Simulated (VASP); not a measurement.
Here is a VASP 6.6.1 calculation.

File INCAR:

```
ALGO     = Normal         # electronic algorithm
EDIFF    = 1E-8           # SCF threshold, eV
ENCUT    = 520            # plane-wave cutoff, eV
GGA      = PS             # functional
IBRION   = 8              # ionic algorithm
ISIF     = 2              # what is computed and relaxed
ISMEAR   = 0              # smearing method
LASPH    = True           # aspherical terms in the spheres
LCHARG   = True           # write CHGCAR
LEPSILON = True           # dielectric tensor by DFPT
LREAL    = False          # projectors in reciprocal space
LWAVE    = False          # write WAVECAR
NELM     = 80             # most SCF steps
NSW      = 1              # ionic steps
PREC     = Accurate       # precision mode
SIGMA    = 0.01           # smearing width, eV
```

The input KPOINTS:

```
k-points
0
Gamma
  6 6 6
```

POSCAR

```
GaP
1.0
    0.0000000000      2.7192244521      2.7192244521
    2.7192244521      0.0000000000      2.7192244521
    2.7192244521      2.7192244521      0.0000000000
Ga P
1 1
Direct
    0.0000000000      0.0000000000      0.0000000000
    0.2500000000      0.2500000000      0.2500000000
```

Potentials or basis: VASP PAW PBE potentials, release 64 (Ga_d, P).

Run with:

```console
$ cat potpaw_PBE.64/Ga_d/POTCAR potpaw_PBE.64/P/POTCAR > POTCAR
$ mpirun -np 1 vasp_std > vasp.out
```

Task: Predict the electronic dielectric tensor (diagonal).

Result: 13.37.

Task: Estimate the Born charges (mean of the diagonal).

Result: Ga +2.33; P -2.33 e.

Task: Estimate the highest phonon frequency at Γ, LO-TO splitting left out.

Result: 356 cm⁻¹.

Electronic dielectric tensor:
```
13.37  0.00  0.00
 0.00 13.37  0.00
 0.00  0.00 13.37
```
